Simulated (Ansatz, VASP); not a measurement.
One calculation of GeW, two programs

File INCAR:

```
PREC = Accurate
ENCUT = 500
EDIFF = 1E-7
ISMEAR = 0
SIGMA = 0.2
LREAL = False
LASPH = True
NELM = 120
ALGO = Normal
ISIF = 3
LWAVE = False
LCHARG = False
GGA = PE
IBRION = 2
NSW = 36
EDIFFG = -0.08
GGA_COMPAT = False
NELMIN = 4
```

KPOINTS

```
regular mesh
0
Gamma
  8 8 8
```

File POSCAR:

```
GeW
1.0
   -2.6265522000      2.6265522000      1.3920248300
    2.6265522000     -2.6265522000      1.3920248300
    2.6265522000      2.6265522000     -1.3920248300
Ge W
1 1
Direct
    0.0000000000      0.0000000000      0.0000000000
    0.2500000000      0.7500000000      0.5000000000
```

Input for Ansatz:

```yaml
crystal:
  lattice:
    - [-2.6265522, 2.6265522, 1.39202483]
    - [2.6265522, -2.6265522, 1.39202483]
    - [2.6265522, 2.6265522, -1.39202483]
  atoms:
    - { symbol: Ge, position: [0.0, 0.0, 0.0] }
    - { symbol: W, position: [0.25, 0.75, 0.5] }
basis:
  ecutwfc: 420
kpoints:
  mp_grid: { grid: [8, 8, 8] }
hamiltonian:
  xc: pbe
scf:
  occupations: { method: gaussian, width: 0.2 }
  lower_state_search: "off"
output:
  forces: true
  stress: true
  eigenvalues: true
relax:
  adjacent_minimum: "off"
  f_tol: 0.08
  max_steps: 16
  cell: { stress_tol: 0.8 }
```

Change from the starting cell: species swapped into the SnBi type (I-4m2, No. 119).

Alike in both runs: task relaxation of cell and atoms; functional PBE; k mesh 8 × 8 × 8; occupations gaussian, width 0.2 eV; no spin polarisation.

|  | VASP | Ansatz |
| --- | --- | --- |
| version | VASP 6.6.1 | Ansatz 0.2.0 |
| potentials or method | VASP PAW PBE potentials, release 64 (Ge_d, W_sv), cutoff 500 eV | scalar-relativistic, plane waves, PAW |
| valence electrons in the cell | 28 | 28 |

```tsv
	VASP	Ansatz	Ansatz less VASP
gap on the k mesh at the Fermi level, each at its own relaxed structure (eV)	none	none	-
relaxed volume (Å³/atom)	17.16	17.19	+0.031
relaxed cell length with the largest relative difference (Å)	3.800	3.805	+0.0053
```

A gap of «none» marks a metal or a gap that the smearing closes.

Spin-orbit coupling is off throughout.
